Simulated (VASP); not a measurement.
Crystal: GaAs.

```
CELL_PARAMETERS angstrom
0.00000 2.83308 2.83308
2.83308 0.00000 2.83308
2.83308 2.83308 0.00000
ATOMIC_POSITIONS crystal
Ga 0.00000 0.00000 0.00000
As 0.25000 0.25000 0.25000
```

Program: VASP 6.6.1. Alike in all runs: task single point; no spin polarisation; cell as given.

**Question.** Order these runs on this cell by their band gap on the k mesh, lowest first.
A. level PBE-based global hybrid with 10 % exact exchange; potentials or basis VASP PAW PBE potentials, release 64 (Ga_d, As); k mesh 4 × 4 × 4; cutoff (eV) 520; smearing gaussian 0.01 eV; grid for exact exchange (PRECFOCK) Normal; share of exact exchange 0.1
B. level r2SCAN; potentials or basis VASP PAW PBE potentials, release 64 (Ga_d, As); k mesh 6 × 6 × 6; cutoff (eV) 550; smearing gaussian 0.5 eV
C. level LDA; potentials or basis VASP PAW LDA potentials, release 64 (Ga_d, As); k mesh 4 × 4 × 4; cutoff (eV) 500; smearing gaussian 0.01 eV
D. level HSE06; potentials or basis VASP PAW PBE potentials, release 64 (Ga_d, As); k mesh 4 × 4 × 4; cutoff (eV) 400; smearing gaussian 0.01 eV; grid for exact exchange (PRECFOCK) Normal; share of exact exchange 0.25; screening parameter 0.2079 1/Å
E. level PBE-based screened hybrid with 10 % exact exchange; potentials or basis VASP PAW PBE potentials, release 64 (Ga_d, As); k mesh 4 × 4 × 4; cutoff (eV) 520; smearing gaussian 0.01 eV; grid for exact exchange (PRECFOCK) Normal; share of exact exchange 0.1; screening parameter 0.3 1/Å

**Answer.** C (0.26 eV), E (0.76 eV), B (0.94 eV), A (1.11 eV), D (1.41 eV).

Caveats: some runs use coarse meshes.

A k mesh can miss the band edges.
